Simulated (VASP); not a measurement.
Input of a VASP 6.6.1 run:

File INCAR:

```
SYSTEM = WAu
ALGO     = Fast           ! electronic algorithm
EDIFF    = 1E-6           ! SCF threshold, eV
EDIFFG   = -0.01          ! ionic threshold
ENCUT    = 600            ! plane-wave cutoff, eV
GGA      = PS             ! functional
IBRION   = 2              ! ionic algorithm
ISIF     = 3              ! what is computed and relaxed
ISMEAR   = -1             ! smearing method
IVDW     = 13             ! dispersion correction
LASPH    = .TRUE.         ! aspherical terms in the spheres
LCHARG   = .FALSE.        ! write CHGCAR
LREAL    = .FALSE.        ! projectors in reciprocal space
LWAVE    = .FALSE.        ! write WAVECAR
NELM     = 60             ! most SCF steps
NSW      = 60             ! ionic steps
PREC     = Accurate       ! precision mode
SIGMA    = 0.05           ! smearing width, eV
```

KPOINTS

```
k-points
0
G
  8 8 8
  0 0 0
```

The input POSCAR:

```
WAu
1.0
    0.0000000000      2.7479792600      2.7479792600
    2.7479792600      0.0000000000      2.7479792600
    2.7479792600      2.7479792600      0.0000000000
W Au
1 1
Direct
    0.0000000000      0.0000000000      0.0000000000
    0.7500000000      0.7500000000      0.7500000000
```

Potentials or basis: VASP PAW PBE potentials, release 64 (W_sv, Au).

Launch:

```sh
$ cat potpaw_PBE.64/W_sv/POTCAR potpaw_PBE.64/Au/POTCAR > POTCAR
$ mpirun -np 1 vasp_std > vasp.out
```

Problem. What does it give for the relaxed volume?

Solution. 23.40 Å³/atom.

Problem. Estimate the space group after relaxing (to 0.05 Å).

Solution. F-43m (No. 216).

Step by step:
```tsv
step	energy change (eV)	largest force (eV/Å)	pressure (GPa)	volume (Å³)
1	0.0000	0.0000	24.03	41.50
2	1.0980	0.0000	-20.85	63.14
3	-0.3495	0.0000	-1.96	47.45
4	-0.3535	0.0000	-0.35	46.92
5	-0.3536	0.0000	-0.01	46.81
```

Caveat: the PAW data sets were made with another functional, which shifts forces and pressure a little; pairwise dispersion overbinds metals, which lowers pressure and volume.
